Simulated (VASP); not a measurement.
A run of VASP 6.6.1 is set up as follows.

Contents of INCAR:

```
ALGO = Normal
DIPOL = 0.5 0.5 0.320
EDIFF = 1E-7
ENCUT = 520
GGA = PE
IDIPOL = 3
ISIF = 2
ISMEAR = 0
IVDW = 12
LASPH = True
LCHARG = True
LDIPOL = True
LELF = True
LREAL = False
LVACPOTAV = True
LVHAR = True
LWAVE = False
NBANDS = 42
NELM = 100
PREC = Accurate
SIGMA = 0.05
```

KPOINTS

```
k-points
0
Gamma
  7 5 1
```

The input POSCAR:

```
Ga3As3CO
1.0
    4.0137031111      0.0000000000      0.0000000000
    0.0000000000      5.6762333751      0.0000000000
    0.0000000000      0.0000000000     23.3352699083
Ga As O C
3 3 1 1
Direct
    0.5000000000      0.5000000000      0.1714143447
    0.0000000000      0.0653835255      0.2680035048
    0.5000000000      0.4894639609      0.3228546357
    0.0000000000      0.2500000000      0.1714143447
    0.5000000000      0.8102208698      0.2504948966
    0.0000000000      0.2887573198      0.3593388866
    0.5000000000      1.1220906532      0.4836142866
    0.5000000000      1.1220906532      0.5328959107
```

Potentials or basis: VASP PAW PBE potentials, release 64 (Ga_d, As, O, C).

Command:

```console
$ cat potpaw_PBE.64/Ga_d/POTCAR potpaw_PBE.64/As/POTCAR potpaw_PBE.64/O/POTCAR potpaw_PBE.64/C/POTCAR > POTCAR
$ mpirun -np 1 vasp_std > vasp.out
```

What does it give for the largest force?

1.109 eV/Å.

What does it give for the band gap on the k mesh?

0.40 eV (least direct gap 0.76 eV).

Predict the dispersion energy per atom.

-0.160 eV.

Forces in eV/Å, atoms in the order of the input:
```
Ga   0.000 -0.313  1.028
Ga   0.000 -0.002  0.014
Ga   0.000 -0.008  0.000
As   0.000  0.319 -1.062
As   0.000  0.013 -0.009
As   0.000  0.007  0.014
O    0.000 -0.022  0.734
C    0.000  0.004 -0.719
```
